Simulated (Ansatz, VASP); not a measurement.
# Zn in VASP and in Ansatz

```xyz
1
Lattice="-1.5223 1.5220 2.1453 1.5223 -1.5220 2.1453 1.5223 1.5220 -2.1453" Properties=species:S:1:pos:R:3 pbc="T T T"
Zn    0.0000    0.0000    2.1453
```

Alike in both runs: task relaxation of cell and atoms; functional PBE; k mesh 10 × 10 × 10; occupations gaussian, width 0.1 eV; no spin polarisation.

|  | VASP | Ansatz |
| --- | --- | --- |
| version | VASP 6.6.1 | Ansatz 0.2.0 |
| potentials or method | VASP PAW PBE potentials, release 64 (Zn), cutoff 600 eV | scalar-relativistic, plane waves, PAW |
| valence electrons in the cell | 12 | 12 |

Ansatz gave:

- gap on the k mesh at the Fermi level, each at its own relaxed structure (eV): none
- relaxed volume (Å³/atom): 15.26
- relaxed cell length with the largest relative difference (Å): 2.771

Question: Which values does VASP return?

Answer: gap on the k mesh at the Fermi level, each at its own relaxed structure (eV): none; relaxed volume (Å³/atom): 15.30; relaxed cell length with the largest relative difference (Å): 2.777.

A gap of «none» marks a metal or a gap that the smearing closes.

Noted on VASP's run: the volume moved by over 15 % at a fixed basis, so the end points are rough.
